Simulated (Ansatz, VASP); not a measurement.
**Ag in VASP and in Ansatz**

The input INCAR:

```
  ALGO = Normal
  EDIFF = 1E-6
  ENCUT = 520
  GGA = PE
  ISIF = 2
  ISMEAR = -1
  LASPH = True
  LCHARG = True
  LELF = True
  LREAL = False
  LVHAR = True
  LWAVE = False
  NBANDS = 12
  NELM = 80
  PREC = Accurate
  SIGMA = 0.08
```

KPOINTS

```
k-points
0
Gamma
  16 16 16
```

Contents of POSCAR:

```
Ag
1.0
    2.3203519192      0.0000000000      0.0000000000
    0.0000000000      2.3203519192      0.0000000000
    0.0000000000      0.0000000000      2.3203519192
Ag
1
Direct
    0.0000000000      0.0000000000      0.0000000000
```

Input for Ansatz:

```yaml
crystal:
  lattice:
    - [2.3203519192, 0.0, 0.0]
    - [0.0, 2.3203519192, 0.0]
    - [0.0, 0.0, 2.3203519192]
  atoms:
    - { symbol: Ag, position: [0.0, 0.0, 0.0] }
kpoints:
  mp_grid: { grid: [16, 16, 16] }
scf:
  occupations: { method: fermi_dirac, width: 0.08 }
hamiltonian:
  xc: pbe
  pseudopotentials: { kind: all_electron, lapw: { basis_error: 0.001 } }
output:
  forces: true
  stress: true
  eigenvalues: true
  populations: true
```

Change from the starting cell: volume scaled by 0.6, LAPW.

Alike in both runs: task single point; functional PBE; k mesh 16 × 16 × 16; occupations fermi-dirac, width 0.08 eV; no spin polarisation.

```csv
,VASP,Ansatz
version,VASP 6.6.1,Ansatz 0.2.0
potentials or method,"VASP PAW PBE potentials, release 64 (Ag), cutoff 520 eV","all-electron LAPW, scalar-relativistic"
```

Ansatz gave:

```
pressure (GPa) : 142.5
```

Task: Which values does VASP return?

Result: Pressure (GPa): 140.8.

Both programs put the cell under a high pressure, so it lies far from rest at this level. Ansatz ran all-electron here, and VASP with PAW potentials.

Noted on VASP's run: the cell as given lies far from equilibrium.
